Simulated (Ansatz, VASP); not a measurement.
## KP3Ru: VASP beside Ansatz

```
K P Ru
1.0
     4.61566    0.00000    0.00000
     0.00000    4.61566    0.00000
     0.00000    0.00000    4.61566
K P Ru
1 3 1
Direct
  0.50000 0.50000 0.50000
  0.00000 0.50000 0.50000
  0.50000 0.50000 0.00000
  0.50000 0.00000 0.50000
  0.00000 0.00000 0.00000
```

Change from the starting cell: species swapped into the EuRh3C type (Pm-3m, No. 221).

Alike in both runs: task single point; functional PBE; k mesh 4 × 4 × 4; occupations gaussian, width 0.1 eV; no spin polarisation.

```csv
,VASP,Ansatz
version,VASP 6.6.1,Ansatz 0.2.0
potentials or method,"VASP PAW PBE potentials, release 64 (K_sv, P, Ru_pv), cutoff 520 eV","scalar-relativistic, plane waves, PAW"
valence electrons in the cell,38,40
```

Ansatz gave:

```
gap on the k mesh at the Fermi level (eV) : none
pressure (GPa)                            : 6.8
```

**Question.** What did VASP give for the same quantities?

**Answer.** gap on the k mesh at the Fermi level (eV): none; pressure (GPa): 7.3.

A gap of «none» marks a metal or a gap that the smearing closes. VASP's potentials hold 38 valence electrons a cell and Ansatz's 40, so a difference there can come from the potentials and not from the codes.
